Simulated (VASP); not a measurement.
# Zn (C2/m) in VASP: a series of runs, part 2 of 2

VASP 6.6.1.

## (3) Single point, PBE, non-collinear spin, zero start, spin-orbit coupling

INCAR reads:

```
SYSTEM = Zn
PREC = Accurate ; ENCUT = 500
EDIFF = 1E-6 ; ISMEAR = 0
SIGMA = 0.1 ; LREAL = .False.
LASPH = .True. ; NELM = 200
ALGO = Normal ; ISIF = 2
LWAVE = .False. ; LCHARG = .False.
MAGMOM = 0 0 0 0 0 0 0 0 0 ; LORBIT = 11
LSORBIT = .True. ; GGA_COMPAT = .False.
LORBMOM = .True. ; GGA = PE
NBANDS = 49
```

KPOINTS reads:

```
regular mesh
0
Gamma
  6 6 2
  0 0 0
```

POSCAR reads:

```
Zn
1.0
    2.2681701736     -1.3084870100      0.0000000000
    2.2681701736      1.3084870100      0.0000000000
   -1.5917165425      0.0000000000      7.3004081919
Zn
3
Direct
    0.0000000000      0.0000000000      0.0000000000
    0.2219821400      0.2219821400      0.6654950200
    0.7780178600      0.7780178600      0.3345049800
```

Potentials or basis: VASP PAW PBE potentials, release 64 (Zn).

Command:

```bash
$ cat potpaw_PBE.64/Zn/POTCAR > POTCAR
$ mpirun -np 1 vasp_ncl > vasp.out
```

OUTCAR:

```text
SYSTEM = Zn
   PREC = Accurate
   ENCUT = 500
   EDIFF = 1E-6
   ISMEAR = 0
   LREAL = .False.
   LASPH = .True.
   NELM = 200
   ISIF = 2
   LORBIT = 11
   LSORBIT = .True.
   GGA = PE

 ion  position               nearest neighbor table
   1  0.000  0.000  0.000-   3 2.86   3 2.86   2 2.86   2 2.86   2 2.89   3 2.89
   2  0.222  0.222  0.665-   3 2.84   3 2.86   3 2.86   1 2.86   1 2.86   1 2.89
   3  0.778  0.778  0.335-   2 2.84   2 2.86   2 2.86   1 2.86   1 2.86   1 2.89

  LATTYP: Found a base centered monoclinic cell.
 ALAT       =     4.5363403472
 B/A-ratio  =     0.5768910222
 C/A-ratio  =     1.6471240986
 COS(beta)  =    -0.2130265715

  Lattice vectors:

 A1 = (   2.2681701736,  -1.3084870100,   0.0000000000)
 A2 = (   2.2681701736,   1.3084870100,   0.0000000000)
 A3 = (  -1.5917165425,   0.0000000000,   7.3004081919)

Analysis of symmetry for initial positions (statically):
=====================================================================
 Subroutine PRICEL returns:
 Original cell was already a primitive cell.

 Routine SETGRP: Setting up the symmetry group for a
 base centered monoclinic supercell.

 Subroutine GETGRP returns: Found  4 space group operations
 (whereof  4 operations were pure point group operations)
 out of a pool of  4 trial point group operations.

The static configuration has the point symmetry C_2h.

Analysis of symmetry for dynamics (positions and initial velocities):
=====================================================================
 Subroutine PRICEL returns:
 Original cell was already a primitive cell.

 Routine SETGRP: Setting up the symmetry group for a
 base centered monoclinic supercell.

 Subroutine GETGRP returns: Found  4 space group operations
 (whereof  4 operations were pure point group operations)
 out of a pool of  4 trial point group operations.

The dynamic configuration has the point symmetry C_2h.

Analysis of structural, dynamic, and magnetic symmetry:
[... 1437 lines left out ...]
  2         0.000  -0.000  -0.000
  3         0.000  -0.000  -0.000
 ----------------------------------------
           -0.000   0.000  -0.000

 orbital moment (y)

 # of ion     p       d       tot
 ----------------------------------------
  1        -0.000   0.000   0.000
  2         0.000  -0.000  -0.000
  3         0.000  -0.000  -0.000
 ----------------------------------------
            0.000   0.000   0.000

 orbital moment (z)

 # of ion     p       d       tot
 ----------------------------------------
  1         0.000   0.000   0.000
  2         0.000   0.000   0.000
  3         0.000   0.000   0.000
 ----------------------------------------
            0.000   0.000   0.000

 Spin-Orbit-Coupling matrix elements

 Ion:    1  E_soc:     -0.0091225
 l=   1
     0.0000000    -0.0004319    -0.0005198
    -0.0004319     0.0000000    -0.0004537
    -0.0005198    -0.0004537     0.0000000
 l=   2
     0.0000000    -0.0002148     0.0000000    -0.0002147    -0.0008721
    -0.0002148     0.0000000    -0.0006132    -0.0002030    -0.0002094
     0.0000000    -0.0006132     0.0000000    -0.0006125     0.0000000
    -0.0002147    -0.0002030    -0.0006125     0.0000000    -0.0002161
    -0.0008721    -0.0002094     0.0000000    -0.0002161     0.0000000
 l=   3
     0.0000000     0.0000000     0.0000000     0.0000000     0.0000000     0.0000000     0.0000000
     0.0000000     0.0000000     0.0000000     0.0000000     0.0000000     0.0000000     0.0000000
     0.0000000     0.0000000     0.0000000     0.0000000     0.0000000     0.0000000     0.0000000
     0.0000000     0.0000000     0.0000000     0.0000000     0.0000000     0.0000000     0.0000000
[... 29 lines left out ...]
 l=   2
     0.0000000    -0.0002136     0.0000000    -0.0002136    -0.0008662
    -0.0002136     0.0000000    -0.0006137    -0.0002030    -0.0002082
     0.0000000    -0.0006137     0.0000000    -0.0006126     0.0000000
    -0.0002136    -0.0002030    -0.0006126     0.0000000    -0.0002139
    -0.0008662    -0.0002082     0.0000000    -0.0002139     0.0000000
 l=   3
     0.0000000     0.0000000     0.0000000     0.0000000     0.0000000     0.0000000     0.0000000
     0.0000000     0.0000000     0.0000000     0.0000000     0.0000000     0.0000000     0.0000000
     0.0000000     0.0000000     0.0000000     0.0000000     0.0000000     0.0000000     0.0000000
     0.0000000     0.0000000     0.0000000     0.0000000     0.0000000     0.0000000     0.0000000
     0.0000000     0.0000000     0.0000000     0.0000000     0.0000000     0.0000000     0.0000000
     0.0000000     0.0000000     0.0000000     0.0000000     0.0000000     0.0000000     0.0000000
     0.0000000     0.0000000     0.0000000     0.0000000     0.0000000     0.0000000     0.0000000

 total charge

# of ion       s       p       d       tot
------------------------------------------
    1        0.605   0.479   9.723  10.807
    2        0.604   0.481   9.724  10.809
    3        0.604   0.481   9.724  10.809
--------------------------------------------------
tot          1.813   1.442  29.171  32.426

 magnetization (x)

# of ion       s       p       d       tot
------------------------------------------
    1        0.000   0.000   0.000   0.000
    2        0.000   0.000   0.000   0.000
    3        0.000   0.000   0.000   0.000
--------------------------------------------------
tot          0.000   0.000   0.000   0.000

 magnetization (y)

# of ion       s       p       d       tot
------------------------------------------
    1       -0.000   0.000   0.000   0.000
    2       -0.000  -0.000   0.000  -0.000
    3       -0.000  -0.000   0.000  -0.000
--------------------------------------------------
tot         -0.000  -0.000   0.000  -0.000

 magnetization (z)

# of ion       s       p       d       tot
------------------------------------------
    1        0.000   0.000   0.000   0.000
    2        0.000   0.000   0.000   0.000
    3        0.000   0.000   0.000   0.000
--------------------------------------------------
tot          0.000   0.000   0.000   0.000
```

OSZICAR:

```text
N       E                     dE             d eps       ncg     rms          rms(c)
DAV:   1     0.263910750314E+03    0.26391E+03   -0.16578E+04  2564   0.233E+03
DAV:   2     0.214449906605E+02   -0.24247E+03   -0.23172E+03  2548   0.453E+02
DAV:   3    -0.303300870128E+01   -0.24478E+02   -0.24076E+02  2726   0.143E+02
DAV:   4    -0.358021008838E+01   -0.54720E+00   -0.54594E+00  2859   0.238E+01
DAV:   5    -0.358150474705E+01   -0.12947E-02   -0.12945E-02  2784   0.108E+00    0.552E+00
DAV:   6    -0.325182003914E+01    0.32968E+00   -0.14896E+00  3036   0.229E+01    0.405E+00
DAV:   7    -0.323674488111E+01    0.15075E-01   -0.58171E-02  2996   0.386E+00    0.208E+00
DAV:   8    -0.322937242891E+01    0.73725E-02   -0.47267E-03  3314   0.258E+00    0.121E-01
DAV:   9    -0.322927009664E+01    0.10233E-03   -0.12103E-03  3198   0.133E+00    0.458E-02
DAV:  10    -0.322928071062E+01   -0.10614E-04   -0.32287E-04  3538   0.511E-01    0.263E-02
DAV:  11    -0.322929574645E+01   -0.15036E-04   -0.16955E-04  2731   0.259E-01    0.139E-02
DAV:  12    -0.322929353597E+01    0.22105E-05   -0.94605E-06  3073   0.823E-02    0.651E-03
DAV:  13    -0.322929368535E+01   -0.14938E-06   -0.79470E-06  2681   0.468E-02
   1 F= -.32292937E+01 E0= -.32265276E+01  d E =-.553225E-02  mag=    -0.0000    -0.0000     0.0000
```

Wall time 3.2 min (1 thread of Intel Xeon 8259CL, shared host); peak memory 0.27 GiB.

Results:

| Item | Value |
| --- | --- |
| Free energy | -3.2293 eV |
| Pressure | 4.9 GPa |
| Largest force | 0.027 eV/Å |
| Net moment | 0.00 μB per cell |
| Valence electrons inside the program's atomic spheres | Zn 10.81 |

Forces on the atoms (eV/Å):
```
Zn   0.000  0.000  0.000
Zn  -0.012  0.000  0.024
Zn   0.012  0.000 -0.024
```

Stress tensor (GPa, compression positive):
```
 4.35  0.00 -1.06
 0.00  5.33  0.00
-1.06  0.00  5.07
```

Moments on the atoms (μB; x, y, z):
```
Zn  0.00 0.00 0.00
Zn  0.00 0.00 0.00
Zn  0.00 0.00 0.00
```

Caveat: the k points lie up to 0.46 Å⁻¹ apart.
